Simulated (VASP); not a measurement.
## BiSb (anti NiAs type): relaxation of cell and atoms with LDA

The system is BiSb (anti NiAs type).

```
Bi Sb
1.0
     4.10448    0.00000    0.00000
    -2.05224    3.55458    0.00000
     0.00000    0.00000    6.36194
Bi Sb
2 2
Direct
  0.00000 0.00000 0.00000
  0.00000 0.00000 0.50000
  0.33333 0.66667 0.25000
  0.66667 0.33333 0.75000
```

```json
{"Program": "VASP 6.6.1", "Task": "relaxation of cell and atoms", "Functional": "LDA", "Potentials or basis": "VASP PAW LDA potentials, release 64 (Bi_d, Sb)", "Cutoff": "600 eV", "k mesh": "9 × 9 × 5", "Occupations": "fermi-dirac, width 0.1 eV", "Spin": "no spin polarisation", "Target pressure": "31 GPa", "Dipole correction": "no", "Further INCAR settings": "ALGO = Normal; EDIFF = 1e-06; IBRION = 2; EDIFFG = -0.005; NSW = 60; ISIF = 3"}
```

- Relaxed volume: 21.39 Å³/atom
- Relaxed cell: a = 3.115 Å, b = 3.115 Å, c = 10.180 Å, α = 90.00°, β = 90.00°, γ = 120.00°
- Space group after relaxing (to 0.1 Å): P6_3/mmc (No. 194)
- Energy change on relaxing (the run minimises the enthalpy): -159.6 meV/atom
- Ionic steps: 31
- Pressure after relaxing: 31.0 GPa
- Band gap on the k mesh: zero (bands 20 and 21 overlap by 8.60 eV)

The path:
| step | energy change (eV) | largest force (eV/Å) | pressure (GPa) | volume (Å³) |
| --- | --- | --- | --- | --- |
| 1 | 0.0000 | 0.0000 | 36.17 | 92.82 |
| 2 | -1.9678 | 0.0000 | 17.98 | 103.06 |
| 3 | -1.1098 | 0.0000 | 26.39 | 97.75 |
| 4 | -1.2271 | 0.0000 | 26.60 | 96.71 |
| 5 | -0.8283 | 0.0000 | 29.38 | 91.25 |
| 6 | 3.8543 | 0.0000 | 77.89 | 72.34 |
| 7 | -0.5286 | 0.0000 | 31.54 | 88.59 |
| 8 | 0.5305 | 0.0000 | 43.92 | 81.15 |
| 9 | 1.6999 | 0.0000 | 56.70 | 76.89 |
| 10 | 1.6074 | 0.0000 | 55.86 | 77.10 |
| 11 | 1.5107 | 0.0000 | 54.76 | 77.45 |
| 12 | 1.3619 | 0.0000 | 53.17 | 77.88 |
| 13 | 0.9389 | 0.0000 | 48.65 | 79.19 |
| 14 | 0.1918 | 0.0000 | 40.49 | 81.85 |
| 15 | -0.9571 | 0.0000 | 27.19 | 87.33 |
| 16 | -0.6586 | 0.0000 | 30.78 | 85.67 |
| 17 | -0.6258 | 0.0000 | 31.10 | 85.50 |
| 18 | -0.6259 | 0.0000 | 31.15 | 85.50 |
| 19 | -0.6260 | 0.0000 | 31.17 | 85.50 |
| 20 | -0.6261 | 0.0000 | 31.16 | 85.50 |
| 21 | -0.6263 | 0.0000 | 31.16 | 85.50 |
| 22 | -0.6268 | 0.0000 | 31.17 | 85.51 |
| 23 | -0.6277 | 0.0000 | 31.18 | 85.51 |
| 24 | -0.6295 | 0.0000 | 31.13 | 85.52 |
| 25 | -0.6332 | 0.0000 | 31.10 | 85.54 |
| 26 | -0.6405 | 0.0000 | 31.02 | 85.58 |
| 27 | -0.6429 | 0.0000 | 30.97 | 85.59 |
| 28 | -0.6416 | 0.0000 | 30.97 | 85.58 |
| 29 | -0.6410 | 0.0000 | 30.96 | 85.58 |
| 30 | -0.6403 | 0.0000 | 30.97 | 85.58 |
| 31 | -0.6384 | 0.0000 | 31.01 | 85.57 |

Final structure:
```cif
data_structure
_symmetry_space_group_name_H-M 'P 1'
_symmetry_Int_Tables_number 1
_cell_length_a 3.1153
_cell_length_b 3.1153
_cell_length_c 10.1804
_cell_angle_alpha 90.000
_cell_angle_beta 90.000
_cell_angle_gamma 120.000
_cell_volume 85.57
loop_
_atom_site_label
_atom_site_type_symbol
_atom_site_fract_x
_atom_site_fract_y
_atom_site_fract_z
_atom_site_occupancy
Bi1 Bi 0.00000 0.00000 0.00000 1
Bi2 Bi 0.00000 0.00000 0.50000 1
Sb1 Sb 0.33333 0.66667 0.25000 1
Sb2 Sb 0.66667 0.33333 0.75000 1
```

Levels at points of the mesh, in eV from the Fermi level:
| k point | band 18 | band 19 | band 20 | band 21 | band 22 | band 23 |
| --- | --- | --- | --- | --- | --- | --- |
| (0.00, 0.00, 0.00) | 4.92 | 4.92 | 5.73 | 5.73 | 6.56 | 6.56 |

Wall time 44 min on 1 thread of Intel Xeon 8259CL (shared host), peak memory 0.28 GiB.

Caveat: the cell is relaxed towards a set pressure, so the run minimises the enthalpy, not the energy; a cell axis changed by over 15 % at a fixed basis, so the end point is rough; spin-orbit coupling is left out, which moves the levels of the heavy elements.
